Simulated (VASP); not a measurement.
# H (P4/mmm) in VASP: notebook

H is run at these levels: PBEsol; tasks: single point.

Everything below comes from runs of VASP 6.6.1. Logs are shortened: lines on timing, memory, paths and dates and some standing lists are left out, and cuts for length are marked.

## 1. The cell of the first run

Symmetry: P4/mmm, No. 123, tetragonal system. Conventional cell: a = 2.544 Å, b = 2.544 Å, c = 1.020 Å, α = 90.00°, β = 90.00°, γ = 90.00°. Within 1.4 Å of H (site symmetry 4/mmm) lie 2 H at 1.02 Å.

## 2. Single point, PBEsol (strain -0.040 along x and y, +0.040 along z)

Input file INCAR:

```
  PREC = Accurate
  ENCUT = 520
  EDIFF = 1E-7
  ISMEAR = 0
  SIGMA = 0.05
  LREAL = False
  LASPH = True
  NELM = 100
  ALGO = Normal
  ISIF = 2
  LWAVE = False
  LCHARG = False
  GGA = PS
  NBANDS = 6
```

Input file KPOINTS:

```
regular mesh
0
Gamma
  10 10 26
```

Input file POSCAR:

```
H
1.0
    2.5436531893      0.0000000000      0.0000000000
    0.0000000000      2.5436531893      0.0000000000
    0.0000000000      0.0000000000      1.0197126368
H
1
Direct
    0.0000000000      0.0000000000      0.5000000000
```

Potentials or basis: VASP PAW PBE potentials, release 64 (H).

Run with:

```bash
> cat potpaw_PBE.64/H/POTCAR > POTCAR
> mpirun -np 1 vasp_std > vasp.out
```

OUTCAR:

```text
PREC = Accurate
   ENCUT = 520
   EDIFF = 1E-7
   ISMEAR = 0
   LREAL = False
   LASPH = True
   NELM = 100
   ISIF = 2
   GGA = PS

 ion  position               nearest neighbor table
   1  0.000  0.000  0.500-

  LATTYP: Found a simple tetragonal cell.
 ALAT       =     2.5436531893
 C/A-ratio  =     0.4008850896

  Lattice vectors:

 A1 = (   2.5436531893,   0.0000000000,   0.0000000000)
 A2 = (   0.0000000000,   2.5436531893,   0.0000000000)
 A3 = (   0.0000000000,   0.0000000000,   1.0197126368)

Analysis of symmetry for initial positions (statically):
=====================================================================
 Subroutine PRICEL returns:
 Original cell was already a primitive cell.

 Routine SETGRP: Setting up the symmetry group for a
 simple tetragonal supercell.

 Subroutine GETGRP returns: Found 16 space group operations
 (whereof 16 operations were pure point group operations)
 out of a pool of 16 trial point group operations.

The static configuration has the point symmetry D_4h.

Analysis of symmetry for dynamics (positions and initial velocities):
=====================================================================
 Subroutine PRICEL returns:
 Original cell was already a primitive cell.

 Routine SETGRP: Setting up the symmetry group for a
 simple tetragonal supercell.

 Subroutine GETGRP returns: Found 16 space group operations
 (whereof 16 operations were pure point group operations)
 out of a pool of 16 trial point group operations.

The dynamic configuration has the point symmetry D_4h.

 Subroutine INISYM returns: Found 16 space group operations
 (whereof 16 operations are pure point group operations),
 and found     1 'primitive' translations

----------------------------------------------------------------------------------------

                                     Primitive cell

  volume of cell :       6.5977

  direct lattice vectors                    reciprocal lattice vectors
     2.543653189  0.000000000  0.000000000     0.393135355  0.000000000  0.000000000
     0.000000000  2.543653189  0.000000000     0.000000000  0.393135355  0.000000000
     0.000000000  0.000000000  1.019712637     0.000000000  0.000000000  0.980668439

  length of vectors
     2.543653189  2.543653189  1.019712637     0.393135355  0.393135355  0.980668439

  position of ions in fractional coordinates (direct lattice)
     0.000000000  0.000000000  0.500000000

  ion indices of the primitive-cell ions
   primitive index   ion index
                 1           1

----------------------------------------------------------------------------------------

 KPOINTS: regular mesh

Automatic generation of k-mesh.
 Grid dimensions read from file:
 generate k-points for:   10   10   26

 Generating k-lattice:

  Cartesian coordinates                     Fractional coordinates (reciprocal lattice)
     0.039313536  0.000000000  0.000000000     0.100000000  0.000000000  0.000000000
     0.000000000  0.039313536  0.000000000     0.000000000  0.100000000  0.000000000
     0.000000000  0.000000000  0.037718017     0.000000000  0.000000000  0.038461538

  Length of vectors
     0.039313536  0.039313536  0.037718017

  Shift w.r.t. Gamma in fractional coordinates (k-lattice)
     0.000000000  0.000000000  0.000000000

 Subroutine IBZKPT returns following result:
 ===========================================

 Found    294 irreducible k-points:

 Following reciprocal coordinates:
            Coordinates               Weight
  0.000000  0.000000  0.000000      1.000000
  0.100000  0.000000  0.000000      4.000000
  0.200000  0.000000  0.000000      4.000000
  0.300000  0.000000  0.000000      4.000000
  0.400000  0.000000  0.000000      4.000000
  0.500000  0.000000  0.000000      2.000000
[... 16 lines left out ...]
  0.100000  0.000000  0.038462      8.000000
  0.200000  0.000000  0.038462      8.000000
 [... further k-points ...]
   k-points           NKPTS =    294   k-points in BZ     NKDIM =    294   number of bands    NBANDS=      6
   number of dos      NEDOS =    301   number of ions     NIONS =      1
   total plane-waves  NPLWV =   3200
   dimension x,y,z NGX =    20 NGY =   20 NGZ =    8
   dimension x,y,z NGXF=    40 NGYF=   40 NGZF=   16
   ions per type =               1
   NGX,Y,Z   is equivalent  to a cutoff of  13.07, 13.07, 13.04 a.u.
   NGXF,Y,Z  is equivalent  to a cutoff of  26.14, 26.14, 26.09 a.u.
 SYSTEM =  unknown system
   PREC   = accura    normal or accurate (medium, high low for compatibility)
   ISTART =      0    job   : 0-new  1-cont  2-samecut
   ICHARG =      2    charge: 1-file 2-atom 10-const
   ISPIN  =      1    spin polarized calculation?
   LNONCOLLINEAR =      F non collinear calculations
   LSORBIT =      F    spin-orbit coupling
   LASPH  =      T    aspherical Exc in radial PAW
   ENCUT  =  520.0 eV  38.22 Ry    6.18 a.u.   4.73  4.73  1.90*2*pi/ulx,y,z
   NELM   =    100;   NELMIN=  2; NELMDL= -5     # of ELM steps
   EDIFF  = 0.1E-06   stopping-criterion for ELM
   LREAL  =      F    real-space projection
   EDIFFG = 0.1E-05   stopping-criterion for IOM
   NSW    =      0    number of steps for IOM
   IBRION =     -1    ionic relax: 0-MD 1-quasi-New 2-CG
   NFREE  =      0    steps in history (QN), initial steepest desc. (CG)
   ISIF   =      2    stress and relaxation
   ISYM   =      2    0-nonsym 1-usesym 2-fastsym
   POTIM  = 0.5000    time-step for ionic-motion
   TEBEG  =    0.0;   TEEND  =   0.0 temperature during run
   PSTRESS=    0.0 pullay stress
   NELECT =       1.0000    total number of electrons
   NUPDOWN=      -1.0000    fix difference up-down
   EMIN   =  10.00;   EMAX   =-10.00  energy-range for DOS
   EFERMI =   0.00;   METHOD = LEGACY
   ISMEAR =     0;   SIGMA  =   0.05  broadening in eV -4-tet -1-fermi 0-gaus
   EFERMI_NEDOS =   21; number of points for ismear=-14 and -15
   IALGO  =     38    algorithm
   IMIX   =      4    mixing-type and parameters
     AMIX     =   0.40;   BMIX     =  1.00
     AMIX_MAG =   1.60;   BMIX_MAG =  1.00
  volume/ion in A,a.u.               =       6.60        44.52
  Fermi-wavevector in a.u.,A,eV,Ry     =   0.872858  1.649463 10.366023  0.761881
  Thomas-Fermi vector in A             =   1.992167
   LORBIT       =      0    0 simple, 1 ext, 2 COOP (PROOUT), +10 PAW based schemes
   GGA     = PS    functional components
   LHFCALC =     F    Hartree Fock is set to
   AEXX    =    0.0000 exact exchange contribution
   IVDW    =     0    specifies the selected vdW correction
   LEPSILON=     F    determine dielectric tensor
   LRPA    =     F    only Hartree local field effects (RPA)
 non-spin polarized calculation
 Gauss-broadening in eV      SIGMA  =   0.05
  energy-cutoff  :      520.00
  volume of cell :        6.60
 maximum number of plane-waves:       196
 NGX is ok and might be reduce to    20
   NGX =  9   NGY =  9   NGZ =  3

 number of electron       1.0000001 magnetization

 Free energy of the ion-electron system (eV)
  ---------------------------------------------------
  ext. energy  EPLUGINS =         0.00000000
  ---------------------------------------------------
  free energy    TOTEN  =        -2.93765639 eV

  energy without entropy =       -2.93750486  energy(sigma->0) =       -2.93758062

 E-fermi :  -1.6336     XC(G=0):  -7.3182

 val. band max:       -1.6521398152   @ k =   0.4000   0.4000   0.2308
 cond. band min:      -1.6150289105   @ k =   0.1000   0.1000   0.2692
 fundamental gap:      0.0371109047
 Fermi energy:        -1.6335673354

 k-point     1 :       0.0000    0.0000    0.0000
  band No.  band energies     occupation
      1     -12.2545      2.00000
      2       9.6089      0.00000
      3      15.6326      0.00000
      4      15.6326      0.00000
      5      18.4253      0.00000
      6      37.8638      0.00000

 k-point     2 :       0.1000    0.0000    0.0000
  band No.  band energies     occupation
      1     -12.1121      2.00000
      2       8.4381      0.00000
      3      14.8815      0.00000
      4      15.8378      0.00000
      5      21.0742      0.00000
      6      34.3949      0.00000

 k-point     3 :       0.2000    0.0000    0.0000
  band No.  band energies     occupation
      1     -11.7120      2.00000
      2       5.9643      0.00000
      3      14.8781      0.00000
      4      16.4402      0.00000
      5      25.7300      0.00000
      6      30.7345      0.00000

 k-point     4 :       0.3000    0.0000    0.0000
  band No.  band energies     occupation
      1     -11.1464      2.00000
      2       3.5478      0.00000
      3      15.5016      0.00000
      4      17.3837      0.00000
      5      27.6248      0.00000
      6      28.3994      0.00000

 k-point     5 :       0.4000    0.0000    0.0000
  band No.  band energies     occupation
      1     -10.6079      2.00000
      2       1.8201      0.00000
      3      16.2863      0.00000
      4      18.4748      0.00000
      5      25.4304      0.00000
      6      25.9256      0.00000
[... 136 lines left out ...]
 k-point    21 :       0.5000    0.5000    0.0000
  band No.  band energies     occupation
      1      -8.8762      2.00000
      2       5.4609      0.00000
      3       5.4609      0.00000
      4       8.8901      0.00000
      5      41.1998      0.00000
      6      47.2145      0.00000

 k-point    22 :       0.0000    0.0000    0.0385
  band No.  band energies     occupation
      1     -12.0422      2.00000
      2       9.8207      0.00000
      3      15.8468      0.00000
      4      15.8468      0.00000
      5      18.6393      0.00000
      6      38.0758      0.00000

 k-point    23 :       0.1000    0.0000    0.0385
  band No.  band energies     occupation
      1     -11.9001      2.00000
      2       8.6502      0.00000
      3      15.0950      0.00000
      4      16.0520      0.00000
      5      21.2880      0.00000
      6      34.6078      0.00000

 k-point    24 :       0.2000    0.0000    0.0385
  band No.  band energies     occupation
      1     -11.5000      2.00000
      2       6.1774      0.00000
      3      15.0910      0.00000
      4      16.6544      0.00000
      5      25.9437      0.00000
      6      30.9479      0.00000

 [... further k-points ...]

------------------------ aborting loop because EDIFF is reached ----------------------------------------

  FORCE on cell =-STRESS in cart. coord.  units (eV):
  Direction    XX          YY          ZZ          XY          YZ          ZX
  --------------------------------------------------------------------------------------
  -------------------------------------------------------------------------------------
  Total        0.0465669      0.0465669     -0.3802365      0.0000000     -0.0000000      0.0000000
  in kB       11.3082187     11.3082187    -92.3359372      0.0000000     -0.0000000      0.0000000
  external PRESSURE =     -23.2398333 kB  Pullay stress =       0.0000000 kB

 VOLUME and BASIS-vectors are now :
 -----------------------------------------------------------------------------
  energy-cutoff  :      520.00
  volume of cell :        6.60
      direct lattice vectors                 reciprocal lattice vectors
     2.543653189  0.000000000  0.000000000     0.393135355  0.000000000  0.000000000
     0.000000000  2.543653189  0.000000000     0.000000000  0.393135355  0.000000000
     0.000000000  0.000000000  1.019712637     0.000000000  0.000000000  0.980668439

 POSITION                                       TOTAL-FORCE (eV/Angst)
 -----------------------------------------------------------------------------------
      0.00000      0.00000      0.50986         0.000000      0.000000      0.000000
 -----------------------------------------------------------------------------------
    total drift:                               -0.000000     -0.000000      0.000000

  FREE ENERGIE OF THE ION-ELECTRON SYSTEM (eV)
  ---------------------------------------------------
  free  energy   TOTEN  =        -2.9376563906 eV

  energy  without entropy=       -2.9375048568  energy(sigma->0) =       -2.93758062
```

It took 6 s on 1 thread of AMD EPYC 7R13 (Zen 3), shared host; peak memory 0.08 GiB.

Results:

```yaml
Free_energy: -2.9377 eV
Pressure: -2.3 GPa
```

Stress tensor (GPa, compression positive):
```
 1.13  0.00  0.00
 0.00  1.13  0.00
 0.00  0.00 -9.23
```

Caveat: the cell differs from its parent crystal (strain -0.040 along x and y, +0.040 along z); the PAW data sets were made with another functional, which shifts forces and pressure a little.

## 3. Single point, PBEsol (strain +0.000 along x and y, +0.040 along z)

Input file INCAR:

```
SYSTEM = H
PREC     = Accurate       ! precision mode
ENCUT    = 520            ! plane-wave cutoff, eV
EDIFF    = 1E-6           ! SCF threshold, eV
ISMEAR   = 0              ! smearing method
SIGMA    = 0.05           ! smearing width, eV
LREAL    = .False.        ! projectors in reciprocal space
LASPH    = .True.         ! aspherical terms in the spheres
NELM     = 60             ! most SCF steps
ALGO     = Normal         ! electronic algorithm
ISIF     = 2              ! what is computed and relaxed
LWAVE    = .False.        ! write WAVECAR
LCHARG   = .True.         ! write CHGCAR
GGA      = PS             ! functional
LELF     = .True.         ! ELF
LVHAR    = .True.       
NBANDS   = 6              ! bands
```

Input file KPOINTS:

```
Automatic mesh
0
Gamma
  10 10 26
  0 0 0
```

Input file POSCAR:

```
H
1.0
    2.6496387389      0.0000000000      0.0000000000
    0.0000000000      2.6496387389      0.0000000000
    0.0000000000      0.0000000000      1.0197126368
H
1
Direct
    0.0000000000      0.0000000000      0.5000000000
```

Potentials or basis: VASP PAW PBE potentials, release 64 (H).

Run with:

```bash
> cat potpaw_PBE.64/H/POTCAR > POTCAR
> mpirun -np 1 vasp_std > vasp.out
```

Wall time 6.5 s (1 thread of AMD EPYC 7R13 (Zen 3), shared host); peak memory 0.08 GiB.

Results (log left out):

```
Free energy : -2.9432 eV
Pressure    : -2.3 GPa
```

Stress tensor (GPa, compression positive):
```
 1.43  0.00  0.00
 0.00  1.43  0.00
 0.00  0.00 -9.63
```

Levels at points of the mesh, in eV from the Fermi level:
| k point | band 1 | band 2 | band 3 |
| --- | --- | --- | --- |
| (0.00, 0.00, 0.00) | -10.36 | 10.18 | 15.93 |
| (0.50, 0.00, 0.00) | -8.81 | 2.82 | 16.78 |
| (0.50, 0.50, 0.00) | -7.57 | 6.68 | 6.68 |
| (0.00, 0.00, 0.50) | 21.92 | 29.03 | 44.25 |
| (0.50, 0.00, 0.50) | 22.86 | 31.49 | 38.82 |
| (0.50, 0.50, 0.50) | 23.62 | 33.53 | 42.59 |

Caveat: the cell differs from its parent crystal (strain +0.000 along x and y, +0.040 along z); the PAW data sets were made with another functional, which shifts forces and pressure a little.
